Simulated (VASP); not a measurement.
## B: single point with LDA

B:

```
B
1.0
    -1.10930    1.10930    1.10930
     1.10930   -1.10930    1.10930
     1.10930    1.10930   -1.10930
B
1
Direct
  0.00000 0.00000 0.00000
```

This cell differs from its parent crystal: volume scaled by 0.92.

```
Program                : VASP 6.6.1
Task                   : single point
Functional             : LDA
Potentials or basis    : VASP PAW LDA potentials, release 64 (B)
Cutoff                 : 520 eV
k mesh                 : 22 × 22 × 22
Occupations            : fermi-dirac, width 0.1 eV
Spin                   : no spin polarisation
Dipole correction      : no
Further INCAR settings : ALGO = Normal; EDIFF = 1e-06; NBANDS = 8
```

| Property | Result |
| --- | --- |
| Pressure | 25.1 GPa |

Levels at points of the mesh, in eV from the Fermi level:
| k point | band 1 | band 2 | band 3 | band 4 | band 5 | band 6 |
| --- | --- | --- | --- | --- | --- | --- |
| (0.00, 0.00, 0.00) | -19.93 | 16.91 | 16.91 | 16.91 | 36.24 | 36.24 |
| (0.50, 0.00, 0.00) | -10.18 | -4.53 | 9.38 | 13.64 | 23.60 | 28.16 |
| (0.50, 0.50, 0.50) | 0.27 | 0.27 | 0.27 | 10.60 | 10.60 | 13.83 |

Run time: 3.7 s on 1 thread of Intel(R) Xeon(R) 6975P-C (Granite Rapids) (shared host), peak memory 0.11 GiB.
